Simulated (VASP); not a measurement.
GaP: single point with PBEsol+D4

The system is GaP.

```
Ga P
1.0
     0.00000    2.55854    2.55854
     2.55854    0.00000    2.55854
     2.55854    2.55854    0.00000
Ga P
1 1
Direct
  0.00000 0.00000 0.00000
  0.50000 0.50000 0.50000
```

```yaml
Program: VASP 6.6.1
Task: single point
Functional: PBEsol
Dispersion: D4
Potentials_or_basis: VASP PAW PBE potentials, release 64 (Ga_d, P)
Cutoff: 500 eV
k_mesh: 6 × 6 × 6
Occupations: fermi-dirac, width 0.02 eV
Spin: no spin polarisation
```

| Quantity | Value |
| --- | --- |
| Pressure | -4.1 GPa |
| Band gap on the k mesh | zero (band 9 reaches 7.19 eV, above the bottom of band 10 at 3.85 eV) |
| Dispersion energy per atom | -0.280 eV |

Levels at points of the mesh, in eV from the Fermi level:
```csv
k point,band 7,band 8,band 9,band 10,band 11,band 12
"(0.00, 0.00, 0.00)",-0.03,-0.03,-0.03,1.62,7.00,7.00
"(0.50, 0.00, 0.00)",-8.03,0.16,0.16,2.93,2.93,3.07
"(0.50, 0.50, 0.00)",-6.08,-3.19,-2.79,-2.79,3.20,11.05
```

Wall time 25 s on 1 thread of AMD EPYC 7R13, on a shared host, peak memory 0.13 GiB.

Caveat: the PAW data sets were made with another functional, which shifts forces and pressure a little; pairwise dispersion overbinds metals, which lowers pressure and volume.
